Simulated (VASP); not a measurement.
Here is a VASP 6.6.1 calculation.

File INCAR:

```
PREC = Accurate
ENCUT = 520
EDIFF = 1E-6
ISMEAR = 0
SIGMA = 0.1
LREAL = F
LASPH = T
NELM = 60
ALGO = Normal
ISIF = 2
LWAVE = F
LCHARG = F
GGA = PE
NBANDS = 40
```

KPOINTS

```
regular mesh
0
Gamma
  4 4 4
```

File POSCAR:

```
MgSn4N
1.0
    0.0000000000      4.0182010300      4.0182010300
    4.0182010300      0.0000000000      4.0182010300
    4.0182010300      4.0182010300      0.0000000000
Mg Sn N
1 4 1
Direct
    0.2500000000      0.2500000000      0.2500000000
    0.1221060800      0.6259646400      0.6259646400
    0.6259646400      0.1221060800      0.6259646400
    0.6259646400      0.6259646400      0.1221060800
    0.6259646400      0.6259646400      0.6259646400
    0.0000000000      0.0000000000      0.0000000000
```

Potentials or basis: VASP PAW PBE potentials, release 64 (Mg, Sn_d, N).

Launch:

```bash
$ cat potpaw_PBE.64/Mg/POTCAR potpaw_PBE.64/Sn_d/POTCAR potpaw_PBE.64/N/POTCAR > POTCAR
$ mpirun -np 1 vasp_std > vasp.out
```

**Question.** Estimate the pressure.

**Answer.** 12.0 GPa.

**Question.** Estimate the band gap on the k mesh.

**Answer.** Zero (an odd number of electrons rules out a gap without spin polarisation).

Forces on the atoms (eV/Å):
```
Mg   0.000  0.000  0.000
Sn  -0.223  0.223  0.223
Sn   0.223 -0.223  0.223
Sn   0.223  0.223 -0.223
Sn  -0.223 -0.223 -0.223
N    0.000  0.000  0.000
```

Caveat: the cell stands under pressure; spin-orbit coupling is left out, which moves the levels of the heavy elements.
